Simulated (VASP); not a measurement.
Crystal: Pb.

```
Pb
1.0
     0.00000    3.44673    3.44673
     3.44673    0.00000    3.44673
     3.44673    3.44673    0.00000
Pb
2
Direct
  0.12500 0.12500 0.12500
  0.87500 0.87500 0.87500
```

```yaml
Program: VASP 6.6.1
Task: relaxation of cell and atoms
Functional: LDA
Potentials_or_basis: VASP PAW LDA potentials, release 64 (Pb_d)
Cutoff: 600 eV
k_mesh: 8 × 8 × 8
Occupations: fermi-dirac, width 0.1 eV
Spin: no spin polarisation
```

At the start: pressure -0.8 GPa; volume 40.95 Å³/atom.

Question: Where does the relaxation end?

Answer: Over 3 steps the energy falls by 2.9 meV/atom and the volume is 39.87 Å³/atom (-2.6 %); space group Fd-3m (No. 227, to 0.05 Å).

Step by step:
| step | energy change (eV) | largest force (eV/Å) | pressure (GPa) | volume (Å³) |
| --- | --- | --- | --- | --- |
| 1 | 0.0000 | 0.0000 | -0.85 | 81.89 |
| 2 | -0.0056 | 0.0000 | 0.17 | 79.35 |
| 3 | -0.0058 | 0.0000 | 0.00 | 79.74 |

Final structure:
```
Pb
1.0
     0.00000    3.41621    3.41621
     3.41621    0.00000    3.41621
     3.41621    3.41621    0.00000
Pb
2
Direct
  0.12500 0.12500 0.12500
  0.87500 0.87500 0.87500
```
